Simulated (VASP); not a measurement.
Set up this calculation in VASP 6.6.1, as the native input.

- Task: single point
- Functional: PBE
- Potentials or basis: VASP PAW PBE potentials, release 64 (Na_pv, F)
- Cutoff: 520 eV
- k mesh: 10 × 10 × 10
- Occupations: gaussian, width 0.1 eV
- Spin: collinear spin
- Starting moments: [0.0, 0.0, 0.0, 0.28, 0.28, 0.28, 0.28] μB
- Dipole correction: no
- Further INCAR settings: ALGO = Normal; EDIFF = 1e-06; NBANDS = 38

The structure of Na3F4 lies in POSCAR:

```
Na3F4
1.0
   -2.8266749263      2.8266749263      2.8266749263
    2.8266749263     -2.8266749263      2.8266749263
    2.8266749263      2.8266749263     -2.8266749263
Na F
3 4
Direct
    0.0000000000      0.5000000000      0.5000000000
    0.5000000000      0.0000000000      0.5000000000
    0.5000000000      0.5000000000      0.0000000000
    0.5000000000      0.5000000000      0.5000000000
    0.0000000000      0.0000000000      0.5000000000
    0.0000000000      0.5000000000      0.0000000000
    0.5000000000      0.0000000000      0.0000000000
```

The cell was generated, and may not be a known phase.

One way to write it, as run:

INCAR

```
SYSTEM = Na3F4
  PREC = Accurate
  ENCUT = 520
  EDIFF = 1E-6
  ISMEAR = 0
  SIGMA = 0.1
  LREAL = .False.
  LASPH = .True.
  NELM = 150
  ALGO = Normal
  ISIF = 2
  LWAVE = .False.
  LCHARG = .True.
  ISPIN = 2
  MAGMOM = 0 0 0 0.28 0.28 0.28 0.28
  LORBIT = 11
  GGA = PE
  LELF = .True.
  LVHAR = .True.
  NBANDS = 38
```

KPOINTS

```
regular mesh
0
Gamma
  10 10 10
  0 0 0
```

Potentials or basis: VASP PAW PBE potentials, release 64 (Na_pv, F).

Launch:

```console
$ cat potpaw_PBE.64/Na_pv/POTCAR potpaw_PBE.64/F/POTCAR > POTCAR
$ mpirun -np 1 vasp_std > vasp.out
```

It gave:

```yaml
Pressure: -0.2 GPa
Band_gap_on_the_k_mesh: zero (filled and empty bands overlap)
Net_moment: 1.00 μB per cell
Site_moments: Na -0.00; F +0.23 μB
Valence_electrons_inside_the_program's_atomic_spheres: Na 6.02; F 6.02
```

Wall time 9.6 min on 1 thread of AMD EPYC 7R13, on a shared host, peak memory 0.34 GiB.
